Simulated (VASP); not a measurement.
FeO:

```xyz
2
Lattice="0.0000 2.1554 2.1554 2.1554 0.0000 2.1554 2.1554 2.1554 0.0000" Properties=species:S:1:pos:R:3 pbc="T T T"
Fe    0.0000    0.0000    0.0000
O     2.1554    2.1554    2.1554
```

Base run:

| Property | Result |
| --- | --- |
| Program | VASP 6.6.1 |
| Functional | LDA |
| Potentials or basis | VASP PAW LDA potentials, release 64 (Fe, O) |
| Cutoff | 600 eV |
| k mesh | 13 × 13 × 13 |
| Occupations | fermi-dirac, width 0.15 eV |
| Spin | collinear spin, ferromagnetic start |
| Starting moments | [2.5, 0.06] μB |
| Fixed moment | 2.5 μB |

Its results: pressure -29.7 GPa; site moments Fe +2.39; O +0.06 μB.

Question: The run is repeated on the same cell with these changes: fixed moment from 2.5 μB to 1.7 μB; moments at the start from [2.5, 0.06] to [1.74, 0.01]. What comes out?

Answer: Pressure -34.5 GPa; site moments Fe +1.66; O +0.01 μB.

Caveats: the cell stands under tension; the total moment is fixed, so each spin has its own Fermi level; a cell with one magnetic atom can't hold antiferromagnetic order, which such compounds often take.
